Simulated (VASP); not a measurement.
TiB4:

```
CELL_PARAMETERS angstrom
3.81442 0.00000 0.00000
0.00000 3.81442 0.00000
0.00000 0.00000 3.81442
ATOMIC_POSITIONS crystal
Ti 0.00000 0.00000 0.00000
B 0.50000 0.00000 0.00000
B 0.00000 0.50000 0.00000
B 0.00000 0.00000 0.50000
B 0.50000 0.50000 0.50000
```

| Item | Value |
| --- | --- |
| Program | VASP 6.6.1 |
| Task | relaxation of cell and atoms |
| Functional | PBE |
| Potentials or basis | VASP PAW PBE potentials, release 64 (Ti_sv, B) |
| Cutoff | 600 eV |
| k mesh | 4 × 4 × 4 |
| Occupations | gaussian, width 0.1 eV |
| Spin | no spin polarisation |

At the start: pressure 21.6 GPa; volume 11.10 Å³/atom.

Where does the relaxation end?

Over 3 steps the energy falls by 203.3 meV/atom and the volume is 14.96 Å³/atom (+34.8 %); space group Pm-3m (No. 221, to 0.05 Å).

The path:
| step | energy change (eV) | largest force (eV/Å) | pressure (GPa) | volume (Å³) |
| --- | --- | --- | --- | --- |
| 1 | 0.0000 | 0.0000 | 21.65 | 55.50 |
| 2 | -0.9487 | 0.0000 | 3.98 | 68.44 |
| 3 | -1.0163 | 0.0000 | -0.40 | 74.79 |

Final structure:
```
Ti B
1.0
     4.21327    0.00000    0.00000
     0.00000    4.21327    0.00000
     0.00000    0.00000    4.21327
Ti B
1 4
Direct
  0.00000 0.00000 0.00000
  0.50000 0.00000 0.00000
  0.00000 0.50000 0.00000
  0.00000 0.00000 0.50000
  0.50000 0.50000 0.50000
```

Caveat: the k points lie up to 0.37 Å⁻¹ apart in the final cell; the volume moved by over 15 % at a fixed basis, so the end points are rough.
